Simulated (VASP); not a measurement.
Crystal: I.

```
CELL_PARAMETERS angstrom
-2.08938 2.08938 2.08938
2.08938 -2.08938 2.08938
2.08938 2.08938 -2.08938
ATOMIC_POSITIONS crystal
I 0.00000 0.00000 0.00000
```

| Property | Result |
| --- | --- |
| Program | VASP 6.6.1 |
| Task | relaxation of cell and atoms |
| Functional | PBEsol |
| Potentials or basis | VASP PAW PBE potentials, release 64 (I) |
| Cutoff | 500 eV |
| k mesh | 15 × 15 × 15 |
| Occupations | methfessel-paxton, width 0.1 eV |
| Spin | no spin polarisation |

At the start: pressure -2.8 GPa; volume 36.48 Å³/atom.

Question: How do energy, volume and symmetry change on relaxing?

Answer: Over 3 steps the energy falls by 38.1 meV/atom and the volume is 32.62 Å³/atom (-10.6 %); space group Im-3m (No. 229, to 0.1 Å) before and after.

The path:
| step | energy change (eV) | largest force (eV/Å) | pressure (GPa) | volume (Å³) |
| --- | --- | --- | --- | --- |
| 1 | 0.0000 | 0.0000 | -2.77 | 36.48 |
| 2 | -0.0367 | 0.0000 | -0.64 | 33.25 |
| 3 | -0.0381 | 0.0000 | -0.03 | 32.62 |

Final structure:
```xyz
1
Lattice="-2.0128 2.0128 2.0128 2.0128 -2.0128 2.0128 2.0128 2.0128 -2.0128" Properties=species:S:1:pos:R:3 pbc="T T T"
I     0.0000    0.0000    0.0000
```

Caveat: the PAW data sets were made with another functional, which shifts forces and pressure a little; an odd number of electrons without spin polarisation forces a metal; a magnetic or distorted state may lie lower.
